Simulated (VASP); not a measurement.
Input of a VASP 6.6.1 run:

INCAR

```
  ALGO = Normal
  EDIFF = 1E-6
  ENCUT = 520
  GGA = PE
  ISIF = 2
  ISMEAR = -1
  LASPH = True
  LCHARG = True
  LELF = True
  LREAL = False
  LVHAR = True
  LWAVE = False
  NBANDS = 12
  NELM = 100
  PREC = Accurate
  SIGMA = 0.05
```

The input KPOINTS:

```
k-points
0
Gamma
  10 10 10
```

POSCAR

```
Zr
1.0
   -1.8100000000      1.8100000000      1.8100000000
    1.8100000000     -1.8100000000      1.8100000000
    1.8100000000      1.8100000000     -1.8100000000
Zr
1
Direct
    0.0000000000      0.0000000000      0.0000000000
```

Potentials or basis: VASP PAW PBE potentials, release 64 (Zr_sv).

Launch:

```bash
$ cat potpaw_PBE.64/Zr_sv/POTCAR > POTCAR
$ mpirun -np 1 vasp_std > vasp.out
```

Question: Predict the pressure.

Answer: -3.3 GPa.

Question: Estimate the band gap on the k mesh.

Answer: Zero (band 6 reaches 9.62 eV, above the bottom of band 7 at 7.83 eV).
